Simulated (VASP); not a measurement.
TiCo: single point with LDA

TiCo:

```xyz
2
Lattice="2.9252 0.0000 0.0000 0.0000 2.9252 0.0000 0.0000 0.0000 2.9252" Properties=species:S:1:pos:R:3 pbc="T T T"
Co    1.4626    1.4626    1.4626
Ti    0.0000    0.0000    0.0000
```

```yaml
Program: VASP 6.6.1
Task: single point
Functional: LDA
Potentials_or_basis: VASP PAW LDA potentials, release 64 (Co, Ti_sv)
Cutoff: 520 eV
k_mesh: 9 × 9 × 9
Occupations: fermi-dirac, width 0.05 eV
Spin: collinear spin, ferromagnetic start
Starting_moments: "[2.0, 1.0] μB"
Dipole_correction: no
Further_INCAR_settings: ALGO = Fast; EDIFF = 1e-06; NBANDS = 22
```

```json
{
  "Pressure": "-4.7 GPa",
  "Net moment": "0.39 μB per cell",
  "Site moments": "Co +0.39; Ti +0.01 μB",
  "Valence electrons inside the program's atomic spheres": "Co 8.42; Ti 10.39"
}
```

Levels at points of the mesh, in eV from the Fermi level:
Spin up:
| k point | band 8 | band 9 | band 10 | band 11 | band 12 | band 13 |
| --- | --- | --- | --- | --- | --- | --- |
| (0.00, 0.00, 0.00) | -1.70 | -1.70 | -1.70 | 0.71 | 0.71 | 2.92 |
Spin down:
```
           k point  band 8  band 9  band 10  band 11  band 12  band 13
(0.00, 0.00, 0.00)   -1.45   -1.45    -1.45     0.91     0.91     2.97
```

Run time: 19 s on 1 thread of Intel(R) Xeon(R) 6975P-C (Granite Rapids), with other jobs on the host, peak memory 0.15 GiB.
